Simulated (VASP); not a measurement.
# Si2Mo: relaxation of cell and atoms with BLYP

The system is Si2Mo.

```
Mo Si
1.0
     4.58547    0.00000    0.00000
    -2.29274    3.97113    0.00000
     0.00000    0.00000    6.57976
Mo Si
3 6
Cartesian
  1.1464 1.9856 5.4831
  -1.1464 1.9856 1.0966
  2.2927 0.0000 3.2899
  0.0000 1.3015 3.2899
  1.1656 3.3204 1.0966
  3.4583 0.6508 5.4831
  2.2927 2.6696 3.2899
  1.1272 0.6508 1.0966
  -1.1656 3.3204 5.4831
```

```yaml
Program: VASP 6.6.1
Task: relaxation of cell and atoms
Functional: BLYP
Potentials_or_basis: VASP PAW PBE potentials, release 64 (Mo_sv, Si)
Cutoff: 600 eV
k_mesh: 7 × 7 × 4
Occupations: fermi-dirac, width 0.05 eV
Spin: no spin polarisation
Dipole_correction: no
Further_INCAR_settings: ALGO = Normal; EDIFF = 1e-06; IBRION = 2; EDIFFG = -0.01; NSW = 60; ISIF = 3
```

| Property | Result |
| --- | --- |
| Relaxed volume | 14.25 Å³/atom |
| Relaxed cell | a = 4.708 Å, b = 4.708 Å, c = 6.682 Å, α = 90.00°, β = 90.00°, γ = 120.00° |
| Space group after relaxing (to 0.1 Å) | P6_222 (No. 180) |
| Energy gained by relaxing | 37.5 meV/atom |
| Ionic steps | 6 |
| Pressure after relaxing | 0.0 GPa |
| Band gap on the k mesh | 0.27 eV (least direct gap 0.49 eV) |

The path:
```csv
step,energy change (eV),largest force (eV/Å),pressure (GPa),volume (Å³)
1,0.0000,0.0092,13.52,119.81
2,0.1866,0.0670,-12.57,140.37
3,-0.3323,0.0248,-0.28,128.38
4,-0.3325,0.0243,-0.05,128.20
5,-0.3371,0.0034,0.01,128.24
6,-0.3374,0.0016,0.03,128.25
```

Final structure:
```
Mo Si
1.0
     4.70782    0.00000    0.00000
    -2.35391    4.07709    0.00000
     0.00000    0.00000    6.68179
Mo Si
3 6
Direct
  0.50000 0.50000 0.83333
  0.00000 0.50000 0.16667
  0.50000 0.00000 0.50000
  0.16401 0.32801 0.50000
  0.67199 0.83599 0.16667
  0.83599 0.16401 0.83333
  0.83599 0.67199 0.50000
  0.32801 0.16401 0.16667
  0.16401 0.83599 0.83333
```

Levels at points of the mesh, in eV from the valence-band top:
| k point | band 30 | band 31 | band 32 | band 33 | band 34 | band 35 | band 36 | band 37 |
| --- | --- | --- | --- | --- | --- | --- | --- | --- |
| (0.00, 0.00, 0.00) | -2.69 | -2.60 | -1.81 | -0.58 | 1.84 | 2.04 | 2.17 | 2.17 |
| (0.00, 0.00, 0.50) | -2.07 | -1.86 | -0.53 | -0.53 | 1.61 | 1.96 | 1.96 | 2.13 |

Wall time 9 min on 1 thread of Intel(R) Xeon(R) Platinum 8488C (Sapphire Rapids) (shared host), peak memory 0.34 GiB.

Caveat: the PAW data sets were made with another functional, which shifts forces and pressure a little. A k mesh can miss the band edges.
